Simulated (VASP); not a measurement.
# PbSe in VASP: a series of runs, part 3 of 3

VASP 6.6.1. Earlier steps stand in the parts before.

## (6) Electric field gradients, PBEsol (equal xy, yz and zx shear strains of -3 %)

Input file INCAR:

```
PREC     = Accurate       # precision mode
ENCUT    = 520            # plane-wave cutoff, eV
EDIFF    = 1E-8           # SCF threshold, eV
ISMEAR   = -1             # smearing method
SIGMA    = 0.01           # smearing width, eV
LREAL    = False          # projectors in reciprocal space
LASPH    = True           # aspherical terms in the spheres
NELM     = 60             # most SCF steps
ALGO     = Normal         # electronic algorithm
ISIF     = 2              # what is computed and relaxed
LWAVE    = False          # write WAVECAR
LCHARG   = False          # write CHGCAR
GGA      = PS             # functional
LEFG     = True         
NBANDS   = 17             # bands
```

Input file KPOINTS:

```
regular mesh
0
Gamma
  9 9 9
```

Input file POSCAR:

```
PbSe
1.0
   -0.0918645000      3.0162177500      3.0162177500
    3.0162177500     -0.0918645000      3.0162177500
    3.0162177500      3.0162177500     -0.0918645000
Pb Se
1 1
Direct
    0.0000000000      0.0000000000      0.0000000000
    0.5000000000      0.5000000000      0.5000000000
```

Potentials or basis: VASP PAW PBE potentials, release 64 (Pb_d, Se).

Started as:

```sh
cat potpaw_PBE.64/Pb_d/POTCAR potpaw_PBE.64/Se/POTCAR > POTCAR
mpirun -np 1 vasp_std > vasp.out
```

OUTCAR:

```text
PREC = Accurate
   ENCUT = 520
   EDIFF = 1E-8
   ISMEAR = -1
   LREAL = False
   LASPH = True
   NELM = 60
   ISIF = 2
   GGA = PS

 ion  position               nearest neighbor table
   1  0.000  0.000  0.000-   2 3.06   2 3.06   2 3.06   2 3.06   2 3.06   2 3.06
   2  0.500  0.500  0.500-   1 3.06   1 3.06   1 3.06   1 3.06   1 3.06   1 3.06

  LATTYP: Found a trigonal (rhomboedric) cell.
 ALAT       =     4.2665651427
 COS(alpha) =     0.4693254694

  Lattice vectors:

 A1 = (  -0.0918645000,   3.0162177500,   3.0162177500)
 A2 = (   3.0162177500,  -0.0918645000,   3.0162177500)
 A3 = (   3.0162177500,   3.0162177500,  -0.0918645000)

Analysis of symmetry for initial positions (statically):
=====================================================================
 Subroutine PRICEL returns:
 Original cell was already a primitive cell.

[... 669 lines left out ...]
  energy-cutoff  :      520.00
  volume of cell :       57.39
      direct lattice vectors                 reciprocal lattice vectors
    -0.091864500  3.016217750  3.016217750    -0.158383209  0.163358598  0.163358598
     3.016217750 -0.091864500  3.016217750     0.163358598 -0.158383209  0.163358598
     3.016217750  3.016217750 -0.091864500     0.163358598  0.163358598 -0.158383209

 POSITION                                       TOTAL-FORCE (eV/Angst)
 -----------------------------------------------------------------------------------
      0.00000      0.00000      0.00000         0.000000     -0.000000      0.000000
      2.97029      2.97029      2.97029        -0.000000      0.000000     -0.000000
 -----------------------------------------------------------------------------------
    total drift:                                0.000000     -0.000000     -0.000000

  FREE ENERGIE OF THE ION-ELECTRON SYSTEM (eV)
  ---------------------------------------------------
  free  energy   TOTEN  =        -8.9086113452 eV

  energy  without entropy=       -8.9086113452  energy(sigma->0) =       -8.90861135

 Electric field gradients (V/A^2)
---------------------------------------------------------------------
 ion       V_xx      V_yy      V_zz      V_xy      V_xz      V_yz
---------------------------------------------------------------------
   1       0.000    -0.000     0.000     3.397     3.397     3.397
   2       0.000    -0.000    -0.000   -10.175   -10.175   -10.175
---------------------------------------------------------------------

 Electric field gradients after diagonalization (V/A^2)
 (convention: |V_zz| > |V_xx| > |V_yy|)
----------------------------------------------------------------------
 ion       V_xx      V_yy      V_zz     asymmetry (V_yy - V_xx)/ V_zz
----------------------------------------------------------------------
   1      -3.397    -3.397     6.795       0.000
   2      10.175    10.175   -20.350       0.000
----------------------------------------------------------------------

           NMR quadrupolar parameters

 Cq : quadrupolar parameter    Cq=e*Q*V_zz/h
 eta: asymmetry parameters     (V_yy - V_xx)/ V_zz
 Q  : nuclear electric quadrupole moment in mb (millibarn)
----------------------------------------------------------------------
 ion       Cq(MHz)       eta       Q (mb)
----------------------------------------------------------------------
   1       0.016       0.000       1.000
   2      -0.049       0.000       1.000
----------------------------------------------------------------------
```

OSZICAR:

```text
N       E                     dE             d eps       ncg     rms          rms(c)
DAV:   1     0.156243849337E+03    0.15624E+03   -0.95627E+03  2906   0.121E+03
DAV:   2     0.218071932633E+01   -0.15406E+03   -0.14883E+03  3118   0.311E+02
DAV:   3    -0.890515792302E+01   -0.11086E+02   -0.10962E+02  3603   0.886E+01
DAV:   4    -0.916911438522E+01   -0.26396E+00   -0.26377E+00  3641   0.150E+01
DAV:   5    -0.917770805438E+01   -0.85937E-02   -0.85932E-02  4067   0.267E+00    0.266E+00
DAV:   6    -0.891559654287E+01    0.26211E+00   -0.64521E-01  4467   0.582E+00    0.150E+00
DAV:   7    -0.890830953237E+01    0.72870E-02   -0.10128E-01  3510   0.160E+00    0.798E-01
DAV:   8    -0.890894627465E+01   -0.63674E-03   -0.10335E-02  3608   0.108E+00    0.135E-01
DAV:   9    -0.890859028054E+01    0.35599E-03   -0.23374E-03  4472   0.441E-01    0.459E-02
DAV:  10    -0.890861173376E+01   -0.21453E-04   -0.15597E-04  3368   0.724E-02    0.161E-02
DAV:  11    -0.890861141575E+01    0.31802E-06   -0.27341E-05  3951   0.510E-02    0.532E-03
DAV:  12    -0.890861134383E+01    0.71914E-07   -0.15918E-06  3947   0.135E-02    0.105E-03
DAV:  13    -0.890861134523E+01   -0.14002E-08   -0.58319E-08  3851   0.300E-03
   1 F= -.89086113E+01 E0= -.89086113E+01  d E =-.262010E-10
```

stdout:

```text
POSCAR found type information on POSCAR PbSe
 POSCAR found :  2 types and       2 ions
 scaLAPACK will be used
 -----------------------------------------------------------------------------
|                                                                             |
|                                                                             |
|     You enforced a specific xc type in the INCAR file but a different       |
|     I HOPE YOU KNOW WHAT YOU ARE DOING!                                     |
|                                                                             |
 -----------------------------------------------------------------------------

 LDA part: xc-table for (Slater+PW92), standard interpolation
 POSCAR, INCAR and KPOINTS ok, starting setup
 FFT: planning ... GRIDC
 FFT: planning ... GRID_SOFT
 FFT: planning ... GRID
 WAVECAR not read
 entering main loop
ion   1

ion   2
```

Wall time 53 s (1 thread of Intel Xeon 6975P-C, shared host); peak memory 0.23 GiB.

What came out:

```
Free energy            : -8.9086 eV
Pressure               : -0.6 GPa
Band gap on the k mesh : 0.38 eV, indirect (least direct gap 0.60 eV)
```

Electric field gradients, principal values (V/Å²):
```csv
atom,least,middle,greatest (by size)
1 Pb,-3.397,-3.397,6.795
2 Se,10.175,10.175,-20.350
```

Caveat: the cell differs from its parent crystal (equal xy, yz and zx shear strains of -3 %); without QUAD_EFG the Cq values of the log hold for a quadrupole moment of 1 mb, not for the nuclei; the PAW data sets were made with another functional, which shifts forces and pressure a little; spin-orbit coupling is left out, which moves the levels of the heavy elements.

## (7) The runs side by side

| cell | gap on the mesh (eV) | pressure (GPa) |
| --- | --- | --- |
| a = 4.352, b = 4.352, c = 4.331 Å, angles 60.2, 60.2, 59.7°, 2 atoms | 0.66 | -1.1 |
| a = 4.374, b = 4.374, c = 4.331 Å, angles 60.3, 60.3, 59.3°, 2 atoms | 0.66 | -1.5 |
| a = 4.352, b = 4.352, c = 4.374 Å, angles 59.8, 59.8, 60.3°, 2 atoms | 0.67 | -1.5 |
| a = 4.396, b = 4.396, c = 4.331 Å, angles 60.5, 60.5, 59.0°, 2 atoms | 0.67 | -1.9 |
| a = 4.267 Å, angles 62.0°, 2 atoms | 0.38 | -0.6 |

Alike in all rows: task electric field gradients; level PBEsol; potentials or basis VASP PAW PBE potentials, release 64 (Pb_d, Se); no spin polarisation; k mesh 9 × 9 × 9; cutoff (eV) 520; smearing fermi-dirac 0.01 eV.

Caveats: the PAW data sets were made with another functional, which shifts forces and pressure a little; spin-orbit coupling is left out, which moves the levels of the heavy elements.

Absolute energies hang on the potentials; compare differences alone.
